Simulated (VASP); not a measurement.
Here is a VASP 6.6.1 calculation.

INCAR

```
PREC     = Accurate       # precision mode
ENCUT    = 520            # plane-wave cutoff, eV
EDIFF    = 1E-7           # SCF threshold, eV
ISMEAR   = -1             # smearing method
SIGMA    = 0.05           # smearing width, eV
LREAL    = F              # projectors in reciprocal space
LASPH    = T              # aspherical terms in the spheres
NELM     = 150            # most SCF steps
ALGO     = Normal         # electronic algorithm
ISIF     = 2              # what is computed and relaxed
LWAVE    = F              # write WAVECAR
LCHARG   = F              # write CHGCAR
LMAXMIX  = 4              # l up to which the mixer works
LDAU     = T              # DFT+U
LDAUTYPE = 2            
LDAUL    = 2 -1           # shell
LDAUU    = 2 0            # U, eV
LDAUJ    = 0 0          
LDAUPRINT= 1            
GGA      = PS             # functional
NBANDS   = 18             # bands
```

KPOINTS

```
Automatic mesh
0
Gamma
  9 9 5
```

Contents of POSCAR:

```
PtS2
1.0
    3.5432000000      0.0000000000      0.0000000000
   -1.7716000000      3.0685012107      0.0000000000
    0.0000000000      0.0000000000      5.0388000000
Pt S
1 2
Direct
    0.0000000000      0.0000000000      0.0000000000
    0.6666666667      0.3333333333      0.7730000000
    0.3333333333      0.6666666667      0.2270000000
```

Potentials or basis: VASP PAW PBE potentials, release 64 (Pt, S).

Run with:

```sh
$ cat potpaw_PBE.64/Pt/POTCAR potpaw_PBE.64/S/POTCAR > POTCAR
$ mpirun -np 1 vasp_std > vasp.out
```

(1) Estimate the largest force.

(2) Estimate the pressure.

(3) Estimate the band gap on the k mesh.

## Answers

(1) 0.813 eV/Å.

(2) 4.5 GPa.

(3) 0.94 eV (least direct gap 1.00 eV).

Caveat: the cell stands under pressure; the PAW data sets were made with another functional, which shifts forces and pressure a little; spin-orbit coupling is left out, which moves the levels of the heavy elements; an odd mesh through Γ misses points on the zone boundary, where band edges can lie.
